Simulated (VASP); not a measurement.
# Ag2O (Pn-3m) in VASP: notebook, part 2 of 2

VASP 6.6.1. The steps go on from the part before.

### 4 Single point, LDA

This run uses another cell than the first one, of 16.63 Å³/atom.

INCAR reads:

```
ALGO     = Normal         # electronic algorithm
EDIFF    = 1E-6           # SCF threshold, eV
ENCUT    = 600            # plane-wave cutoff, eV
GGA      = CA             # functional
GGA_COMPAT= False        
ISIF     = 2              # what is computed and relaxed
ISMEAR   = -1             # smearing method
LASPH    = True           # aspherical terms in the spheres
LCHARG   = False          # write CHGCAR
LREAL    = False          # projectors in reciprocal space
LWAVE    = False          # write WAVECAR
NBANDS   = 37             # bands
NELM     = 120            # most SCF steps
PREC     = Accurate       # precision mode
SIGMA    = 0.1            # smearing width, eV
```

KPOINTS reads:

```
k-points
0
Gamma
  7 7 7
```

POSCAR reads:

```
Ag2O
1.0
    4.6381243719      0.0000000000      0.0000000000
    0.0000000000      4.6381243719      0.0000000000
    0.0000000000      0.0000000000      4.6381243719
Ag O
4 2
Direct
    0.2500000000      0.2500000000      0.2500000000
    0.2500000000      0.7500000000      0.7500000000
    0.7500000000      0.7500000000      0.2500000000
    0.7500000000      0.2500000000      0.7500000000
    0.0000000000      0.0000000000      0.0000000000
    0.5000000000      0.5000000000      0.5000000000
```

Potentials or basis: VASP PAW LDA potentials, release 64 (Ag, O).

The run is started by

```sh
cat potpaw_LDA.64/Ag/POTCAR potpaw_LDA.64/O/POTCAR > POTCAR
mpirun -np 1 vasp_std > vasp.out
```

OUTCAR:

```text
EDIFF = 1E-6
   ENCUT = 600
   GGA = CA
   ISIF = 2
   ISMEAR = -1
   LASPH = True
   LREAL = False
   NELM = 120
   PREC = Accurate

 ion  position               nearest neighbor table
   1  0.250  0.250  0.250-   5 2.01   6 2.01   4 3.28   2 3.28   3 3.28   2 3.28   4 3.28   2 3.28
                             3 3.28   2 3.28   3 3.28   4 3.28   4 3.28   3 3.28
   2  0.250  0.750  0.750-   5 2.01   6 2.01   4 3.28   1 3.28   3 3.28   1 3.28   3 3.28   1 3.28
                             4 3.28   1 3.28   3 3.28   4 3.28   3 3.28   4 3.28
   3  0.750  0.750  0.250-   5 2.01   6 2.01   4 3.28   1 3.28   2 3.28   2 3.28   4 3.28   1 3.28
                             4 3.28   4 3.28   1 3.28   2 3.28   2 3.28   1 3.28
[... 1006 lines left out ...]
  Total       -0.0097582     -0.0097582     -0.0097582     -0.0000000      0.0000000     -0.0000000
  in kB       -0.1566936     -0.1566936     -0.1566936     -0.0000000      0.0000000     -0.0000000
  external PRESSURE =      -0.1566936 kB  Pullay stress =       0.0000000 kB

 VOLUME and BASIS-vectors are now :
 -----------------------------------------------------------------------------
  energy-cutoff  :      600.00
  volume of cell :       99.78
      direct lattice vectors                 reciprocal lattice vectors
     4.638124372  0.000000000  0.000000000     0.215604395  0.000000000  0.000000000
     0.000000000  4.638124372  0.000000000     0.000000000  0.215604395  0.000000000
     0.000000000  0.000000000  4.638124372     0.000000000  0.000000000  0.215604395

 POSITION                                       TOTAL-FORCE (eV/Angst)
 -----------------------------------------------------------------------------------
      1.15953      1.15953      1.15953        -0.000000     -0.000000     -0.000000
      1.15953      3.47859      3.47859        -0.000000     -0.000000     -0.000000
      3.47859      3.47859      1.15953         0.000000      0.000000     -0.000000
      3.47859      1.15953      3.47859         0.000000      0.000000      0.000000
      0.00000      0.00000      0.00000        -0.000000     -0.000000      0.000000
      2.31906      2.31906      2.31906        -0.000000     -0.000000      0.000000
 -----------------------------------------------------------------------------------
    total drift:                                0.000000     -0.000000     -0.000000

  FREE ENERGIE OF THE ION-ELECTRON SYSTEM (eV)
  ---------------------------------------------------
  free  energy   TOTEN  =       -26.6874379665 eV

  energy  without entropy=      -26.6790753247  energy(sigma->0) =      -26.68325665
```

Run time: 36 s. Hardware: 1 thread of Intel Xeon 6975P-C (Granite Rapids), shared host; peak memory 0.23 GiB.

Results:

```yaml
Free_energy: -26.6874 eV
Pressure: 0.0 GPa
Band_gap_on_the_k_mesh: 0.11 eV
```

Caveat: the smearing spreads over this small gap; semilocal functionals underestimate gaps, and a narrow one can read as zero; an odd mesh through Γ misses points on the zone boundary, where band edges can lie.

### 5 Single point, PBEsol

This run uses another cell than the first one, of 17.40 Å³/atom.

INCAR reads:

```
SYSTEM = Ag2O
PREC = Accurate
ENCUT = 600
EDIFF = 1E-6
ISMEAR = -1
SIGMA = 0.1
LREAL = .False.
LASPH = .True.
NELM = 120
ALGO = Normal
ISIF = 2
LWAVE = .False.
LCHARG = .True.
GGA = PS
LELF = .True.
LVHAR = .True.
NBANDS = 37
GGA_COMPAT = .False.
```

KPOINTS reads:

```
Automatic mesh
0
Gamma
  7 7 7
  0 0 0
```

POSCAR: that of step 4 with these lines changed.

```diff
@@ -2,5 +2,5 @@
 1.0
-    4.6381243719      0.0000000000      0.0000000000
-    0.0000000000      4.6381243719      0.0000000000
-    0.0000000000      0.0000000000      4.6381243719
+    4.7085560668      0.0000000000      0.0000000000
+    0.0000000000      4.7085560668      0.0000000000
+    0.0000000000      0.0000000000      4.7085560668
 Ag O
```

Potentials or basis: VASP PAW PBE potentials, release 64 (Ag, O).

The run is started by

```sh
cat potpaw_PBE.64/Ag/POTCAR potpaw_PBE.64/O/POTCAR > POTCAR
mpirun -np 1 vasp_std > vasp.out
```

It took 42 s on 1 thread of Intel Xeon 6975P-C (Granite Rapids), shared host; peak memory 0.28 GiB.

The run converged. Its results:

```yaml
Free_energy: -23.9750 eV
Pressure: -0.3 GPa
Band_gap_on_the_k_mesh: zero (filled and empty bands touch)
```

Levels at points of the mesh, in eV from the Fermi level:
| k point | band 24 | band 25 | band 26 | band 27 | band 28 | band 29 | band 30 | band 31 | band 32 | band 33 |
| --- | --- | --- | --- | --- | --- | --- | --- | --- | --- | --- |
| (0.00, 0.00, 0.00) | -2.80 | -2.80 | -0.16 | -0.16 | -0.16 | -0.16 | 1.73 | 1.73 | 7.10 | 7.10 |

Caveat: semilocal functionals underestimate gaps, and a narrow one can read as zero; the PAW data sets were made with another functional, which shifts forces and pressure a little.

### 6 Single point, PBE

This run uses another cell than the first one, of 18.59 Å³/atom.

INCAR reads:

```
SYSTEM = Ag2O
PREC     = Accurate       ! precision mode
ENCUT    = 600            ! plane-wave cutoff, eV
EDIFF    = 1E-6           ! SCF threshold, eV
ISMEAR   = -1             ! smearing method
SIGMA    = 0.1            ! smearing width, eV
LREAL    = .False.        ! projectors in reciprocal space
LASPH    = .True.         ! aspherical terms in the spheres
NELM     = 120            ! most SCF steps
ALGO     = Normal         ! electronic algorithm
ISIF     = 2              ! what is computed and relaxed
LWAVE    = .False.        ! write WAVECAR
LCHARG   = .False.        ! write CHGCAR
GGA      = PE             ! functional
NBANDS   = 37             ! bands
GGA_COMPAT= .False.
```

KPOINTS is that of step 5.

POSCAR: that of step 5 with these lines changed.

```diff
@@ -2,5 +2,5 @@
 1.0
-    4.7085560668      0.0000000000      0.0000000000
-    0.0000000000      4.7085560668      0.0000000000
-    0.0000000000      0.0000000000      4.7085560668
+    4.8139926204      0.0000000000      0.0000000000
+    0.0000000000      4.8139926204      0.0000000000
+    0.0000000000      0.0000000000      4.8139926204
 Ag O
```

Potentials or basis: VASP PAW PBE potentials, release 64 (Ag, O).

The run is started by

```sh
cat potpaw_PBE.64/Ag/POTCAR potpaw_PBE.64/O/POTCAR > POTCAR
mpirun -np 1 vasp_std > vasp.out
```

OUTCAR:

```text
SYSTEM = Ag2O
   PREC = Accurate
   ENCUT = 600
   EDIFF = 1E-6
   ISMEAR = -1
   LREAL = .False.
   LASPH = .True.
   NELM = 120
   ISIF = 2
   GGA = PE

 ion  position               nearest neighbor table
   1  0.250  0.250  0.250-   5 2.08   6 2.08   4 3.40   2 3.40   3 3.40   2 3.40   4 3.40   2 3.40
                             3 3.40   2 3.40   3 3.40   4 3.40   4 3.40   3 3.40
   2  0.250  0.750  0.750-   5 2.08   6 2.08   4 3.40   1 3.40   3 3.40   1 3.40   3 3.40   1 3.40
                             4 3.40   1 3.40   3 3.40   4 3.40   3 3.40   4 3.40
   3  0.750  0.750  0.250-   5 2.08   6 2.08   4 3.40   1 3.40   2 3.40   2 3.40   4 3.40   1 3.40
[... 1007 lines left out ...]
  Total       -0.1317743     -0.1317743     -0.1317743      0.0000000      0.0000000      0.0000000
  in kB       -1.8924531     -1.8924531     -1.8924531      0.0000000      0.0000000      0.0000000
  external PRESSURE =      -1.8924531 kB  Pullay stress =       0.0000000 kB

 VOLUME and BASIS-vectors are now :
 -----------------------------------------------------------------------------
  energy-cutoff  :      600.00
  volume of cell :      111.56
      direct lattice vectors                 reciprocal lattice vectors
     4.813992620  0.000000000  0.000000000     0.207727780  0.000000000  0.000000000
     0.000000000  4.813992620  0.000000000     0.000000000  0.207727780  0.000000000
     0.000000000  0.000000000  4.813992620     0.000000000  0.000000000  0.207727780

 POSITION                                       TOTAL-FORCE (eV/Angst)
 -----------------------------------------------------------------------------------
      1.20350      1.20350      1.20350        -0.000000      0.000000     -0.000000
      1.20350      3.61049      3.61049         0.000000      0.000000      0.000000
      3.61049      3.61049      1.20350         0.000000     -0.000000      0.000000
      3.61049      1.20350      3.61049        -0.000000      0.000000      0.000000
      0.00000      0.00000      0.00000         0.000000     -0.000000     -0.000000
      2.40700      2.40700      2.40700         0.000000     -0.000000     -0.000000
 -----------------------------------------------------------------------------------
    total drift:                                0.000000     -0.000000     -0.000000

  FREE ENERGIE OF THE ION-ELECTRON SYSTEM (eV)
  ---------------------------------------------------
  free  energy   TOTEN  =       -21.4685821224 eV

  energy  without entropy=      -21.4540150534  energy(sigma->0) =      -21.46129859
```

OSZICAR:

```text
N       E                     dE             d eps       ncg     rms          rms(c)
DAV:   1     0.407876711410E+03    0.40788E+03   -0.30897E+04  1480   0.162E+03
DAV:   2    -0.226838192474E+01   -0.41015E+03   -0.39001E+03  1588   0.352E+02
DAV:   3    -0.253290056588E+02   -0.23061E+02   -0.22763E+02  1633   0.820E+01
DAV:   4    -0.255546034075E+02   -0.22560E+00   -0.22543E+00  1598   0.879E+00
DAV:   5    -0.255561379676E+02   -0.15346E-02   -0.15345E-02  1618   0.706E-01    0.188E+01
DAV:   6    -0.218262268986E+02    0.37299E+01   -0.19312E+01  1763   0.324E+01    0.117E+01
DAV:   7    -0.214889296298E+02    0.33730E+00   -0.23597E+00  1514   0.120E+01    0.821E+00
DAV:   8    -0.215526706599E+02   -0.63741E-01   -0.12478E+00  1530   0.564E+00    0.327E+00
DAV:   9    -0.214677912029E+02    0.84879E-01   -0.26088E-01  1634   0.300E+00    0.379E-01
DAV:  10    -0.214687192237E+02   -0.92802E-03   -0.15680E-02  1485   0.779E-01    0.221E-01
DAV:  11    -0.214685739955E+02    0.14523E-03   -0.38966E-04  1711   0.106E-01    0.131E-01
DAV:  12    -0.214685845516E+02   -0.10556E-04   -0.19891E-04  1536   0.761E-02    0.158E-02
DAV:  13    -0.214685827500E+02    0.18016E-05   -0.38472E-06  1453   0.137E-02    0.122E-02
DAV:  14    -0.214685821224E+02    0.62755E-06   -0.34554E-06  1390   0.110E-02
   1 F= -.21468582E+02 E0= -.21461299E+02  d E =-.145671E-01
```

stdout:

```text
POSCAR found type information on POSCAR AgO
 POSCAR found :  2 types and       6 ions
 scaLAPACK will be used
 LDA part: xc-table for (Slater+PW92), standard interpolation
 POSCAR, INCAR and KPOINTS ok, starting setup
 FFT: planning ... GRIDC
 FFT: planning ... GRID_SOFT
 FFT: planning ... GRID
 WAVECAR not read
 entering main loop
```

It took 42 s on 1 thread of Intel Xeon 6975P-C (Granite Rapids), shared host; peak memory 0.27 GiB.

Results:

- Free energy: -21.4686 eV
- Pressure: -0.2 GPa
- Band gap on the k mesh: zero (filled and empty bands touch)

Caveat: semilocal functionals underestimate gaps, and a narrow one can read as zero.

### 7 Summary

```tsv
task	level	potentials or basis	cell	cutoff (eV)	gap on the mesh (eV)	pressure (GPa)
relaxation of the atoms	r2SCAN	VASP PAW PBE potentials, release 64 (Ag, O)	atoms relaxed from a = 4.660 Å, 6 atoms	580	0.34	5.8
relaxation of the atoms	r2SCAN	VASP PAW PBE potentials, release 64 (Ag, O)	atoms relaxed from a = 4.757 Å, 6 atoms	580	0.24	-0.2
single point	LDA	VASP PAW LDA potentials, release 64 (Ag, O)	a = 4.638 Å, 6 atoms	600	0.11	0.0
single point	PBEsol	VASP PAW PBE potentials, release 64 (Ag, O)	a = 4.709 Å, 6 atoms	600	none	-0.3
single point	PBE	VASP PAW PBE potentials, release 64 (Ag, O)	a = 4.814 Å, 6 atoms	600	none	-0.2
```

Alike in all rows: no spin polarisation; k mesh 7 × 7 × 7; smearing fermi-dirac 0.1 eV.

Caveats: semilocal functionals underestimate gaps, and a narrow one can read as zero; the PAW data sets were made with another functional, which shifts forces and pressure a little (at least some runs); an odd mesh through Γ misses points on the zone boundary, where band edges can lie (at least some runs); the relaxation stopped at its first step, so nothing moved (at least some runs); the smearing spreads over this small gap (at least some runs).

Absolute energies hang on the potentials; compare differences alone.
